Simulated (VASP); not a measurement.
Set up this calculation in VASP 6.6.1, as the native input.

```
Task                   : relaxation of cell and atoms
Functional             : PBEsol
Potentials or basis    : VASP PAW PBE potentials, release 64 (V_sv, H)
Cutoff                 : 600 eV
k mesh                 : 10 × 10 × 5
Occupations            : methfessel-paxton, width 0.02 eV
Spin                   : collinear spin, ferromagnetic start
Starting moments       : [1.5, 1.5, 0.0, 0.0] μB
Dipole correction      : no
Further INCAR settings : ALGO = Normal; EDIFF = 1e-07; IBRION = 2; EDIFFG = -0.03; NSW = 80; ISIF = 3
```

The structure of VH lies in POSCAR:

```
VH
1.0
    2.7355800000      0.0000000000      0.0000000000
   -1.3677900000      2.3690817741      0.0000000000
    0.0000000000      0.0000000000      4.9359680000
V H
2 2
Direct
    0.0000000000      0.0000000000      0.0000000000
    0.0000000000      0.0000000000      0.5000000000
    0.6666666667      0.3333333333      0.7500000000
    0.3333333333      0.6666666667      0.2500000000
```

One way to write it, as run:

INCAR

```
PREC = Accurate
ENCUT = 600
EDIFF = 1E-7
ISMEAR = 1
SIGMA = 0.02
LREAL = False
LASPH = True
NELM = 150
ALGO = Normal
ISIF = 3
LWAVE = False
LCHARG = False
ISPIN = 2
MAGMOM = 1.5 1.5 0 0
LORBIT = 11
LMAXMIX = 4
GGA = PS
IBRION = 2
NSW = 80
EDIFFG = -0.03
```

KPOINTS

```
regular mesh
0
Gamma
  10 10 5
```

Potentials or basis: VASP PAW PBE potentials, release 64 (V_sv, H).

Command:

```console
$ cat potpaw_PBE.64/V_sv/POTCAR potpaw_PBE.64/H/POTCAR > POTCAR
$ mpirun -np 1 vasp_std > vasp.out
```

Results of the run:

```yaml
Relaxed_volume: 7.68 Å³/atom
Relaxed_cell: a = 2.704 Å, b = 2.704 Å, c = 4.850 Å, α = 90.00°, β = 90.00°, γ = 120.00°
Space_group_after_relaxing_to_0.1_Å: P6_3/mmc (No. 194)
Energy_gained_by_relaxing: 7.4 meV/atom
Ionic_steps: 4
Pressure_after_relaxing: 0.1 GPa
Net_moment: 0.15 μB per cell
Site_moments: V +0.07; H -0.00 μB
Valence_electrons_inside_the_program's_atomic_spheres: V 11.78; H 0.56
```

Caveat: the PAW data sets were made with another functional, which shifts forces and pressure a little.

Wall time 5.1 min on 1 thread of Oxide Virtual Turin-like Processor, with other jobs on the host, peak memory 0.18 GiB.
